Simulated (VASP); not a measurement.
Runs of VASP 6.6.1 on KBr. The structure is that of space group Fm-3m (No. 225), or close to it. The cells are those of the table. 

| cell | gap on the mesh (eV) | pressure (GPa) |
| --- | --- | --- |
| a = 4.284 Å, angles 60.0°, 2 atoms | (c) | 8.7 |
| a = 4.470 Å, angles 60.0°, 2 atoms | (b) | 3.7 |
| a = 4.843 Å, angles 60.0°, 2 atoms | 4.15 | -0.7 |
| a = 4.564, b = 4.564, c = 4.470 Å, angles 60.7, 60.7, 58.6°, 2 atoms | 4.66 | (d) |
| a = 4.378, b = 4.378, c = 4.284 Å, angles 60.7, 60.7, 58.6°, 2 atoms | 5.05 | 6.9 |
| a = 5.029 Å, angles 60.0°, 2 atoms | 3.90 | (a) |

Alike in all rows: task single point; level PBE; potentials or basis VASP PAW PBE potentials, release 64 (K_sv, Br); no spin polarisation; k mesh 6 × 6 × 6; cutoff (eV) 520; smearing gaussian 0.05 eV.

Q: Estimate the missing entries.

A: (a) -1.6; (b) 4.81; (c) 5.25; (d) 2.7.

A k mesh can miss the band edges, and the runs leave out spin-orbit coupling on Br.
